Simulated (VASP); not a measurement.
## SrVO3: single point with r2SCAN

Crystal: SrVO3.

```
Sr V O
1.0
     3.84090    0.00000    0.00000
     0.00000    3.84090    0.00000
     0.00000    0.00000    3.84090
Sr V O
1 1 3
Direct
  0.50000 0.50000 0.50000
  0.00000 0.00000 0.00000
  0.00000 0.00000 0.50000
  0.00000 0.50000 0.00000
  0.50000 0.00000 0.00000
```

- Program: VASP 6.6.1
- Task: single point
- Functional: r2SCAN
- Potentials or basis: VASP PAW PBE potentials, release 64 (Sr_sv, V_sv, O)
- Cutoff: 520 eV
- k mesh: 7 × 7 × 7
- Occupations: fermi-dirac, width 0.05 eV
- Spin: collinear spin, ferromagnetic start
- Starting moments: [0.0, 2.0, 0.0, 0.0, 0.0] μB
- Dipole correction: no
- Further INCAR settings: ALGO = Normal; EDIFF = 1e-07; NBANDS = 32

```
Pressure                                              : -1.2 GPa
Net moment                                            : 0.00 μB per cell
Valence electrons inside the program's atomic spheres : Sr 8.09; V 11.52; O 5.08
```

Levels at points of the mesh, in eV from the Fermi level:
Spin up:
```csv
k point,band 16,band 17,band 18,band 19,band 20,band 21,band 22,band 23,band 24,band 25
"(0.00, 0.00, 0.00)",-3.49,-3.49,-2.62,-2.62,-2.62,-0.84,-0.84,-0.84,1.40,1.40
```
Spin down:
| k point | band 17 | band 18 | band 19 | band 20 | band 21 | band 22 | band 23 | band 24 |
| --- | --- | --- | --- | --- | --- | --- | --- | --- |
| (0.00, 0.00, 0.00) | -3.49 | -2.62 | -2.62 | -2.62 | -0.84 | -0.84 | -0.84 | 1.40 |

It took 3.7 min on 1 thread of Intel(R) Xeon(R) Platinum 8488C (Sapphire Rapids), on a shared host, peak memory 0.23 GiB.

Caveat: the PAW data sets were made with another functional, which shifts forces and pressure a little; semilocal functionals often make such compounds metallic where correlation or magnetic order opens a gap, which also shifts bond lengths. With open d or f shells a metallic result of r2SCAN can be an artefact of self-interaction; +U or a hybrid may open a gap.
